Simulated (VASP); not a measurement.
Ge:

```
CELL_PARAMETERS angstrom
0.00000 2.82891 2.82891
2.82891 0.00000 2.82891
2.82891 2.82891 0.00000
ATOMIC_POSITIONS crystal
Ge 0.75000 0.75000 0.75000
Ge 0.50000 0.50000 0.50000
```

| Item | Value |
| --- | --- |
| Program | VASP 6.6.1 |
| Task | relaxation of cell and atoms |
| Functional | RPBE |
| Potentials or basis | VASP PAW PBE potentials, release 64 (Ge_d) |
| Cutoff | 600 eV |
| k mesh | 6 × 6 × 6 |
| Occupations | tetrahedron |
| Spin | non-collinear spin, zero start, spin-orbit coupling |
| Starting moments | [[0.0, 0.0, 0.0], [0.0, 0.0, 0.0]] μB |

At the start: pressure 5.3 GPa; volume 22.64 Å³/atom.

Task: How do energy, volume and symmetry change on relaxing?

Result: Over 3 steps the energy falls by 31.0 meV/atom and the volume is 24.62 Å³/atom (+8.7 %); space group Fd-3m (No. 227, to 0.1 Å) before and after; moment 0.00 μB per cell.

The path:
```tsv
step	energy change (eV)	largest force (eV/Å)	pressure (GPa)	volume (Å³)
1	0.0000	0.0000	5.26	45.28
2	-0.0580	0.0000	-1.18	50.32
3	-0.0620	0.0000	-0.03	49.24
```

Final structure:
```yaml
crystal:
  lattice:
    - [0.00000, 2.90906, 2.90906]
    - [2.90906, 0.00000, 2.90906]
    - [2.90906, 2.90906, 0.00000]
  atoms:
    - { symbol: Ge, position: [0.75000, 0.75000, 0.75000] }
    - { symbol: Ge, position: [0.50000, 0.50000, 0.50000] }
```

The cell as given is a measured one (22.64 Å³/atom); RPBE puts the equilibrium volume +8.7 % from it, thermal expansion not counted.

Caveat: the PAW data sets were made with another functional, which shifts forces and pressure a little.
